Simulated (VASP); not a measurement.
Input of a VASP 6.6.1 run:

INCAR

```
PREC = Accurate ; ENCUT = 520
EDIFF = 1E-7 ; ISMEAR = -1
SIGMA = 0.05 ; LREAL = False
LASPH = True ; NELM = 80
ALGO = Normal ; ISIF = 2
LWAVE = False ; LCHARG = False
GGA = PE ; NBANDS = 22
```

File KPOINTS:

```
Automatic mesh
0
Gamma
  7 7 3
```

POSCAR

```
I
1.0
    4.4691335775     -2.3015586197      0.0000000000
    4.4691335775      2.3015586197      0.0000000000
    0.0000000000      0.0000000000      9.8759877929
I
4
Direct
    0.8427352896      0.1572647104      0.1220149726
    0.6572647104      0.3427352896      0.6220149726
    0.1572647104      0.8427352896      0.8779850274
    0.3427352896      0.6572647104      0.3779850274
```

Potentials or basis: VASP PAW PBE potentials, release 64 (I).

Command:

```console
$ cat potpaw_PBE.64/I/POTCAR > POTCAR
$ mpirun -np 1 vasp_std > vasp.out
```

Problem. What does it give for the band gap on the k mesh?

Solution. 1.02 eV (least direct gap 1.05 eV).

Problem. Predict the largest force.

Solution. 0.015 eV/Å.

Problem. Predict the pressure.

Solution. 0.0 GPa.

Stress tensor (GPa, compression positive):
```
 0.03  0.00  0.00
 0.00 -0.03  0.00
 0.00  0.00 -0.15
```

Caveat: spin-orbit coupling is left out, which moves the levels of the heavy elements; an odd mesh through Γ misses points on the zone boundary, where band edges can lie.
